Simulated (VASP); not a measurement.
# Sb (P6_3/mmc) in VASP: a series of runs, part 2 of 3

VASP 6.6.1. The steps go on from the part before.

## (3) Electric field gradients, PBE (volume scaled by 0.96)

The input, INCAR:

```
PREC = Accurate
ENCUT = 520
EDIFF = 1E-8
ISMEAR = -1
SIGMA = 0.05
LREAL = F
LASPH = T
NELM = 60
ALGO = Normal
ISIF = 2
LWAVE = F
LCHARG = F
GGA = PE
LEFG = T
NBANDS = 12
```

The input, KPOINTS:

```
regular mesh
0
Gamma
  12 12 7
```

The input, POSCAR:

```
Sb
1.0
    3.3234675684      0.0000000000      0.0000000000
   -1.6617337843      2.8782073429      0.0000000000
    0.0000000000      0.0000000000      5.2579641425
Sb
2
Direct
    0.3333333333      0.6666666667      0.2500000000
    0.6666666667      0.3333333333      0.7500000000
```

Potentials or basis: VASP PAW PBE potentials, release 64 (Sb).

On the command line:

```
> cat potpaw_PBE.64/Sb/POTCAR > POTCAR
> mpirun -np 1 vasp_std > vasp.out
```

OUTCAR:

```text
PREC = Accurate
   ENCUT = 520
   EDIFF = 1E-8
   ISMEAR = -1
   LREAL = F
   LASPH = T
   NELM = 60
   ISIF = 2
   GGA = PE

 ion  position               nearest neighbor table
   1  0.333  0.667  0.250-   2 3.25   2 3.25   2 3.25   2 3.25   2 3.25   2 3.25
   2  0.667  0.333  0.750-   1 3.25   1 3.25   1 3.25   1 3.25   1 3.25   1 3.25

  LATTYP: Found a hexagonal cell.
 ALAT       =     3.3234675684
 C/A-ratio  =     1.5820717471

  Lattice vectors:

 A1 = (   3.3234675684,   0.0000000000,   0.0000000000)
 A2 = (  -1.6617337843,   2.8782073429,   0.0000000000)
 A3 = (   0.0000000000,   0.0000000000,   5.2579641425)

Analysis of symmetry for initial positions (statically):
=====================================================================
 Subroutine PRICEL returns:
 Original cell was already a primitive cell.

 Routine SETGRP: Setting up the symmetry group for a
 hexagonal supercell.

 Subroutine GETGRP returns: Found 24 space group operations
 (whereof 12 operations were pure point group operations)
 out of a pool of 24 trial point group operations.

The static configuration has the point symmetry D_3d.
 The point group associated with its full space group is D_6h.

Analysis of symmetry for dynamics (positions and initial velocities):
=====================================================================
 Subroutine PRICEL returns:
 Original cell was already a primitive cell.

 Routine SETGRP: Setting up the symmetry group for a
 hexagonal supercell.

 Subroutine GETGRP returns: Found 24 space group operations
 (whereof 12 operations were pure point group operations)
 out of a pool of 24 trial point group operations.
[... 506 lines left out ...]
      3       5.0691      2.00000
      4       6.4965      2.00000
      5       8.5059      2.00000
      6      10.2289      0.00000
      7      12.1008      0.00000
      8      13.5672      0.00000
      9      14.3942      0.00000
     10      16.8184      0.00000
     11      18.6232      0.00000
     12      19.4290      0.00000

 [... further k-points ...]

------------------------ aborting loop because EDIFF is reached ----------------------------------------

  FORCE on cell =-STRESS in cart. coord.  units (eV):
  Direction    XX          YY          ZZ          XY          YZ          ZX
  --------------------------------------------------------------------------------------
  -------------------------------------------------------------------------------------
  Total        2.0447287      2.0447287      1.6862920     -0.0000000      0.0000000      0.0000000
  in kB       65.1351063     65.1351063     53.7170575     -0.0000000      0.0000000      0.0000000
  external PRESSURE =      61.3290900 kB  Pullay stress =       0.0000000 kB

 VOLUME and BASIS-vectors are now :
 -----------------------------------------------------------------------------
  energy-cutoff  :      520.00
  volume of cell :       50.30
      direct lattice vectors                 reciprocal lattice vectors
     3.323467568  0.000000000  0.000000000     0.300890555  0.173719243  0.000000000
    -1.661733784  2.878207343  0.000000000     0.000000000  0.347438485  0.000000000
     0.000000000  0.000000000  5.257964142     0.000000000  0.000000000  0.190187680

 POSITION                                       TOTAL-FORCE (eV/Angst)
 -----------------------------------------------------------------------------------
     -0.00000      1.91880      1.31449         0.000000      0.000000      0.000000
      1.66173      0.95940      3.94347        -0.000000      0.000000      0.000000
 -----------------------------------------------------------------------------------
    total drift:                               -0.000000      0.000000      0.000000

  FREE ENERGIE OF THE ION-ELECTRON SYSTEM (eV)
  ---------------------------------------------------
  free  energy   TOTEN  =        -7.6507208700 eV

  energy  without entropy=       -7.6395994755  energy(sigma->0) =       -7.64516017

 Electric field gradients (V/A^2)
---------------------------------------------------------------------
 ion       V_xx      V_yy      V_zz      V_xy      V_xz      V_yz
---------------------------------------------------------------------
   1      -9.654    -9.654    19.308    -0.000     0.000    -0.000
   2      -9.654    -9.654    19.308    -0.000    -0.000     0.000
---------------------------------------------------------------------

 Electric field gradients after diagonalization (V/A^2)
 (convention: |V_zz| > |V_xx| > |V_yy|)
----------------------------------------------------------------------
 ion       V_xx      V_yy      V_zz     asymmetry (V_yy - V_xx)/ V_zz
----------------------------------------------------------------------
   1      -9.654    -9.654    19.308       0.000
   2      -9.654    -9.654    19.308       0.000
----------------------------------------------------------------------

           NMR quadrupolar parameters

 Cq : quadrupolar parameter    Cq=e*Q*V_zz/h
 eta: asymmetry parameters     (V_yy - V_xx)/ V_zz
 Q  : nuclear electric quadrupole moment in mb (millibarn)
----------------------------------------------------------------------
 ion       Cq(MHz)       eta       Q (mb)
----------------------------------------------------------------------
   1       0.047       0.000       1.000
   2       0.047       0.000       1.000
----------------------------------------------------------------------
```

stdout:

```text
POSCAR found type information on POSCAR Sb
 POSCAR found :  1 types and       2 ions
 scaLAPACK will be used
 LDA part: xc-table for (Slater+PW92), standard interpolation
 POSCAR, INCAR and KPOINTS ok, starting setup
 FFT: planning ... GRIDC
 FFT: planning ... GRID_SOFT
 FFT: planning ... GRID
 WAVECAR not read
 entering main loop
ion   1

ion   2
```

It took 68 s on 1 thread of Intel Xeon 6975P-C, shared host; peak memory 0.2 GiB.

What came out:

- Free energy: -7.6507 eV
- Pressure: 6.1 GPa
- Band gap on the k mesh: zero (band 5 reaches 13.70 eV, above the bottom of band 6 at 6.35 eV)

Electric field gradients, principal values (V/Å²):
```csv
atom,least,middle,greatest (by size)
1 Sb,-9.654,-9.654,19.308
2 Sb,-9.654,-9.654,19.308
```

Caveat: without QUAD_EFG the Cq values of the log hold for a quadrupole moment of 1 mb, not for the nuclei; spin-orbit coupling is left out, which moves the levels of the heavy elements.

## (4) Electric field gradients, PBE (volume scaled by 0.98)

The input, INCAR:

```
SYSTEM = Sb
ALGO = Normal
EDIFF = 1E-8
ENCUT = 520
GGA = PE
ISIF = 2
ISMEAR = -1
LASPH = .TRUE.
LCHARG = .FALSE.
LEFG = .TRUE.
LREAL = .FALSE.
LWAVE = .FALSE.
NBANDS = 12
NELM = 60
PREC = Accurate
SIGMA = 0.05
```

The input, KPOINTS:

```
k-points
0
G
  12 12 7
  0 0 0
```

The input, POSCAR:

```
Sb
1.0
    3.3463887588      0.0000000000      0.0000000000
   -1.6731943794      2.8980576760      0.0000000000
    0.0000000000      0.0000000000      5.2942271101
Sb
2
Direct
    0.3333333333      0.6666666667      0.2500000000
    0.6666666667      0.3333333333      0.7500000000
```

Potentials or basis: VASP PAW PBE potentials, release 64 (Sb).

On the command line:

```
> cat potpaw_PBE.64/Sb/POTCAR > POTCAR
> mpirun -np 1 vasp_std > vasp.out
```

OUTCAR:

```text
SYSTEM = Sb
   EDIFF = 1E-8
   ENCUT = 520
   GGA = PE
   ISIF = 2
   ISMEAR = -1
   LASPH = .TRUE.
   LREAL = .FALSE.
   NELM = 60
   PREC = Accurate

 ion  position               nearest neighbor table
   1  0.333  0.667  0.250-   2 3.28   2 3.28   2 3.28   2 3.28   2 3.28   2 3.28
   2  0.667  0.333  0.750-   1 3.28   1 3.28   1 3.28   1 3.28   1 3.28   1 3.28

  LATTYP: Found a hexagonal cell.
 ALAT       =     3.3463887588
 C/A-ratio  =     1.5820717471

  Lattice vectors:

 A1 = (   3.3463887588,   0.0000000000,   0.0000000000)
 A2 = (  -1.6731943794,   2.8980576760,   0.0000000000)
 A3 = (   0.0000000000,   0.0000000000,   5.2942271101)

Analysis of symmetry for initial positions (statically):
=====================================================================
 Subroutine PRICEL returns:
 Original cell was already a primitive cell.

 Routine SETGRP: Setting up the symmetry group for a
 hexagonal supercell.
[... 551 lines left out ...]
  volume of cell :       51.34
      direct lattice vectors                 reciprocal lattice vectors
     3.346388759  0.000000000  0.000000000     0.298829596  0.172529348  0.000000000
    -1.673194379  2.898057676  0.000000000     0.000000000  0.345058695  0.000000000
     0.000000000  0.000000000  5.294227110     0.000000000  0.000000000  0.188884983

 POSITION                                       TOTAL-FORCE (eV/Angst)
 -----------------------------------------------------------------------------------
     -0.00000      1.93204      1.32356        -0.000000     -0.000000      0.000000
      1.67319      0.96602      3.97067         0.000000      0.000000      0.000000
 -----------------------------------------------------------------------------------
    total drift:                               -0.000000      0.000000      0.000000

  FREE ENERGIE OF THE ION-ELECTRON SYSTEM (eV)
  ---------------------------------------------------
  free  energy   TOTEN  =        -7.6851779365 eV

  energy  without entropy=       -7.6744144066  energy(sigma->0) =       -7.67979617

 Electric field gradients (V/A^2)
---------------------------------------------------------------------
 ion       V_xx      V_yy      V_zz      V_xy      V_xz      V_yz
---------------------------------------------------------------------
   1     -10.102   -10.102    20.205    -0.000     0.000    -0.000
   2     -10.102   -10.102    20.205    -0.000    -0.000     0.000
---------------------------------------------------------------------

 Electric field gradients after diagonalization (V/A^2)
 (convention: |V_zz| > |V_xx| > |V_yy|)
----------------------------------------------------------------------
 ion       V_xx      V_yy      V_zz     asymmetry (V_yy - V_xx)/ V_zz
----------------------------------------------------------------------
   1     -10.102   -10.102    20.205       0.000
   2     -10.102   -10.102    20.205       0.000
----------------------------------------------------------------------

           NMR quadrupolar parameters

 Cq : quadrupolar parameter    Cq=e*Q*V_zz/h
 eta: asymmetry parameters     (V_yy - V_xx)/ V_zz
 Q  : nuclear electric quadrupole moment in mb (millibarn)
----------------------------------------------------------------------
 ion       Cq(MHz)       eta       Q (mb)
----------------------------------------------------------------------
   1       0.049       0.000       1.000
   2       0.049       0.000       1.000
----------------------------------------------------------------------
```

stdout:

```text
POSCAR found type information on POSCAR Sb
 POSCAR found :  1 types and       2 ions
 scaLAPACK will be used
 LDA part: xc-table for (Slater+PW92), standard interpolation
 POSCAR, INCAR and KPOINTS ok, starting setup
 FFT: planning ... GRIDC
 FFT: planning ... GRID_SOFT
 FFT: planning ... GRID
 WAVECAR not read
 entering main loop
ion   1

ion   2
```

Wall time 66 s (1 thread of Intel Xeon 6975P-C, shared host); peak memory 0.2 GiB.

What came out:

* Free energy: -7.6852 eV
* Pressure: 4.4 GPa
* Band gap on the k mesh: zero (band 5 reaches 13.30 eV, above the bottom of band 6 at 6.15 eV)

Stress tensor (GPa, compression positive):
```
4.81 0.00 0.00
0.00 4.81 0.00
0.00 0.00 3.67
```

Levels at points of the mesh, in eV from the Fermi level:
```csv
k point,band 1,band 2,band 3,band 4,band 5,band 6,band 7,band 8,band 9,band 10
"(0.00, 0.00, 0.00)",-13.35,-8.99,-6.10,3.40,3.40,5.24,5.24,6.22,7.47,8.81
"(0.50, 0.00, 0.00)",-9.67,-8.27,-4.29,-2.97,-2.48,-0.25,0.10,3.87,4.20,7.56
```

Electric field gradients, principal values (V/Å²):
| atom | least | middle | greatest (by size) |
| --- | --- | --- | --- |
| 1 Sb | -10.102 | -10.102 | 20.205 |
| 2 Sb | -10.102 | -10.102 | 20.205 |

Caveat: without QUAD_EFG the Cq values of the log hold for a quadrupole moment of 1 mb, not for the nuclei; spin-orbit coupling is left out, which moves the levels of the heavy elements.

(Part 2 of 3 ends here.)
